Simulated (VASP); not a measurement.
A run of VASP 6.6.1:

Contents of INCAR:

```
PREC = Accurate
ENCUT = 520
EDIFF = 1E-6
ISMEAR = 0
SIGMA = 0.03
LREAL = F
LASPH = T
NELM = 80
ALGO = Normal
ISIF = 2
LWAVE = F
LCHARG = F
GGA = PE
NBANDS = 27
```

The input KPOINTS:

```
regular mesh
0
Gamma
  12 12 2
```

File POSCAR:

```
InO
1.0
    3.6262944914      0.0000000000      0.0000000000
   -1.8131472457      3.1404631511      0.0000000000
    0.0000000000      0.0000000000     16.2740275000
In O
2 2
Direct
    0.6666666667      0.3333333333      0.5900210000
    0.6666666667      0.3333333333      0.4099790000
    0.0000000000      0.0000000000      0.6398670000
    0.0000000000      0.0000000000      0.3601330000
```

Potentials or basis: VASP PAW PBE potentials, release 64 (In_d, O).

Run with:

```bash
$ cat potpaw_PBE.64/In_d/POTCAR potpaw_PBE.64/O/POTCAR > POTCAR
$ mpirun -np 1 vasp_std > vasp.out
```

Hardware: 1 thread of Intel Xeon 6975P-C (shared host).

How long does it take, and how much memory?

Run time: 5.7 min on 1 thread of Intel Xeon 6975P-C, with other jobs on the host, peak memory 0.39 GiB. Counts: scf iterations 21, k points 38.
